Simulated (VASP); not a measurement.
Runs of VASP 6.6.1 on Pt. The structure is that of space group Pm-3m (No. 221), or close to it. The cells are those of the table. 

| task | cell | cutoff (eV) | gap on the mesh (eV) | pressure (GPa) |
| --- | --- | --- | --- | --- |
| single point | a = 2.592 Å, 1 atom | 520 | none | (a) |
| relaxation of cell and atoms | relaxed to 20 GPa from a = 2.550 Å, 1 atom | 600 | none | 20.0 |
| single point | a = 2.558 Å, 1 atom | 520 | none | 19.4 |
| relaxation of cell and atoms | relaxed from a = 2.550 Å, 1 atom | 600 | none | -0.2 |
| single point | a = 2.612 Å, 1 atom | 520 | none | 4.5 |
| relaxation of cell and atoms | relaxed to 5 GPa from a = 2.550 Å, 1 atom | 600 | none | 4.9 |
| relaxation of cell and atoms | relaxed to 10 GPa from a = 2.550 Å, 1 atom | 600 | none | 10.0 |
| single point | a = 2.634 Å, 1 atom | 520 | none | -0.5 |

Alike in all rows: level revPBE; potentials or basis VASP PAW PBE potentials, release 64 (Pt); no spin polarisation; k mesh 7 × 7 × 7; smearing gaussian 0.1 eV.

Q: Estimate the missing entries.

A: (a) 9.4.

Caveats: the PAW data sets were made with another functional, which shifts forces and pressure a little; spin-orbit coupling is left out, which moves the levels of the heavy elements; the cell is relaxed towards a set pressure, so the enthalpy falls and the energy may rise (some runs).

A k mesh can miss the band edges, and the runs leave out spin-orbit coupling on Pt.

A gap of «none» marks levels without a gap at the run's occupations.
